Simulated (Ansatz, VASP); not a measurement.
## Two plane-wave programs on ScAl5

The input INCAR:

```
PREC = Accurate
ENCUT = 520
EDIFF = 1E-6
ISMEAR = 0
SIGMA = 0.1
LREAL = F
LASPH = T
NELM = 80
ALGO = Normal
ISIF = 2
LWAVE = F
LCHARG = F
GGA = PE
NBANDS = 22
```

KPOINTS

```
regular mesh
0
Gamma
  6 6 2
```

POSCAR

```
ScAl5
1.0
    2.8338751000      0.0000000000      0.0000000000
   -1.4169375500      2.4542078300      0.0000000000
    0.0000000000      0.0000000000     13.8830959900
Sc Al
1 5
Direct
    0.0000000000      0.0000000000      0.0000000000
    0.3333333300      0.6666666700      0.1666666700
    0.6666666700      0.3333333300      0.3333333300
    0.0000000000      0.0000000000      0.5000000000
    0.3333333300      0.6666666700      0.6666666700
    0.6666666700      0.3333333300      0.8333333300
```

Input for Ansatz:

```yaml
crystal:
  lattice:
    - [2.8338751, 0.0, 0.0]
    - [-1.41693755, 2.45420783, 0.0]
    - [0.0, 0.0, 13.88309599]
  atoms:
    - { symbol: Sc, position: [0.0, 0.0, 0.0] }
    - { symbol: Al, position: [0.33333333, 0.66666667, 0.16666667] }
    - { symbol: Al, position: [0.66666667, 0.33333333, 0.33333333] }
    - { symbol: Al, position: [0.0, 0.0, 0.5] }
    - { symbol: Al, position: [0.33333333, 0.66666667, 0.66666667] }
    - { symbol: Al, position: [0.66666667, 0.33333333, 0.83333333] }
basis:
  ecutwfc: 420
kpoints:
  mp_grid: { grid: [6, 6, 2] }
hamiltonian:
  xc: pbe
scf:
  occupations: { method: gaussian, width: 0.1 }
  lower_state_search: "off"
output:
  forces: true
  stress: true
  eigenvalues: true
```

Alike in both runs: task single point; functional PBE; k mesh 6 × 6 × 2; occupations gaussian, width 0.1 eV; no spin polarisation.

```csv
,VASP,Ansatz
version,VASP 6.6.1,Ansatz 0.2.0
potentials or method,"VASP PAW PBE potentials, release 64 (Sc_sv, Al), cutoff 520 eV","scalar-relativistic, plane waves, PAW"
valence electrons in the cell,26,26
```

Ansatz gave:

* gap on the k mesh at the Fermi level (eV): none
* pressure (GPa): 9.5
* traceless stress, the component that is largest in VASP (GPa): -0.83
* rms of the force components (eV/Å): 0.259

Q: Estimate VASP's values.

A: gap on the k mesh at the Fermi level (eV): none; pressure (GPa): 9.6; traceless stress, the component that is largest in VASP (GPa): -0.82; rms of the force components (eV/Å): 0.264.

Atom by atom the forces differ by 0.005 eV/Å (rms over components). A gap of «none» marks a metal or a gap that the smearing closes.

The k mesh is coarse, so the values compare programs but aren't converged.
